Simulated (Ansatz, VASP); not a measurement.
**One calculation of GaN, two programs**

```xyz
2
Lattice="0.0000 2.1352 2.1352 2.1352 0.0000 2.1352 2.1352 2.1352 0.0000" Properties=species:S:1:pos:R:3 pbc="T T T"
Ga    0.0000    0.0000    0.0000
N     2.1352    2.1352    2.1352
```

Alike in both runs: task single point; functional LDA; k mesh 7 × 7 × 7; no spin polarisation.

```csv
,VASP,Ansatz
version,VASP 6.6.1,Ansatz 0.2.0
potentials or method,"VASP PAW LDA potentials, release 64 (Ga_d, N), cutoff 600 eV","plane waves, PAW"
occupations,"gaussian, width 0.01 eV",fixed
valence electrons in the cell,18,18
```

VASP gave:

- gap on the k mesh at the Fermi level (eV): 0.63

Task: Estimate Ansatz's values.

Result: gap on the k mesh at the Fermi level (eV): 0.61.

LDA's correlation is that of Perdew and Zunger in VASP and of Perdew and Wang (1992) in Ansatz.
